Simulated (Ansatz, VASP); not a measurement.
**As: VASP beside Ansatz**

Contents of INCAR:

```
SYSTEM = As
PREC = Accurate
ENCUT = 520
EDIFF = 1E-6
ISMEAR = -1
SIGMA = 0.01
LREAL = .False.
LASPH = .True.
NELM = 100
ALGO = Normal
ISIF = 2
LWAVE = .False.
LCHARG = .True.
GGA = PE
LELF = .True.
LVHAR = .True.
NBANDS = 12
```

KPOINTS

```
regular mesh
0
Gamma
  10 10 10
  0 0 0
```

Contents of POSCAR:

```
As
1.0
    1.9036109523      1.0990502958      3.6081612956
   -1.9036109523      1.0990502958      3.6081612956
    0.0000000000     -2.1981005915      3.6081612956
As
2
Direct
    0.7737100447      0.7737100447      0.7737100447
    0.2262899553      0.2262899553      0.2262899553
```

Input for Ansatz:

```yaml
crystal:
  lattice:
    - [1.9036109523, 1.0990502958, 3.6081612956]
    - [-1.9036109523, 1.0990502958, 3.6081612956]
    - [0.0, -2.1981005915, 3.6081612956]
  atoms:
    - { symbol: As, position: [0.7737100447, 0.7737100447, 0.7737100447] }
    - { symbol: As, position: [0.2262899553, 0.2262899553, 0.2262899553] }
hamiltonian:
  xc: pbe
  pseudopotentials:
    kind: paw
    azcp:
      As: "pseudopotentials/As.paw.azcp"
basis:
  ecutwfc: 420
  fft_grid_basis: typed
kpoints:
  mp_grid: { grid: [10, 10, 10], shift: [0, 0, 0] }
magnetization:
  spin_polarized: false
scf:
  occupations: { method: fermi_dirac, width: 0.01 }
  lower_state_search: "off"
output:
  stress: true
```

Alike in both runs: task single point; functional PBE; k mesh 10 × 10 × 10; occupations fermi-dirac, width 0.01 eV; no spin polarisation.

```csv
,VASP,Ansatz
version,VASP 6.6.1,Ansatz 0.2.0
potentials or method,"VASP PAW PBE potentials, release 64 (As), cutoff 520 eV","plane waves (420 eV) with PAW, scalar-relativistic"
valence electrons in the cell,10,30
```

|  | VASP | Ansatz | Ansatz less VASP |
| --- | --- | --- | --- |
| pressure (GPa) | 0.2 | 0.0 | -0.25 |
| traceless stress, the component that is largest in VASP (GPa) | -0.13 | -0.05 | +0.084 |

VASP's potentials hold 10 valence electrons a cell and Ansatz's 30, so a difference there can come from the potentials and not from the codes.
